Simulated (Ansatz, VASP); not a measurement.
## Two plane-wave programs on KBr

```xyz
2
Lattice="0.0000 3.3647 3.3647 3.3647 0.0000 3.3647 3.3647 3.3647 0.0000" Properties=species:S:1:pos:R:3 pbc="T T T"
Br    3.3647    3.3647    3.3647
K     0.0000    0.0000    0.0000
```

Alike in both runs: task single point; functional r2SCAN; k mesh 7 × 7 × 7; occupations fermi-dirac, width 0.05 eV; no spin polarisation.

```csv
,VASP,Ansatz
version,VASP 6.6.1,Ansatz 0.2.0
potentials or method,"VASP PAW PBE potentials, release 64 (Br, K_sv)",Ansatz PAW
plane-wave cutoff (eV),520,500
valence electrons in the cell,16,16
```

|  | VASP | Ansatz | Ansatz less VASP |
| --- | --- | --- | --- |
| gap on the k mesh at the Fermi level (eV) | 4.92 | 4.92 | -0.002 |
| least direct gap on the mesh (eV) | 4.92 | 4.92 | -0.002 |
| pressure (GPa) | -0.8 | -0.8 | +0.01 |

VASP's potentials were made for PBE, not for r2SCAN. The functional is the same, so the differences come from potentials, cutoffs and numerics.

Noted on Ansatz's run: odd divisions of the mesh miss points on the zone boundary, where band edges often lie, so the gap on the mesh can be too wide.
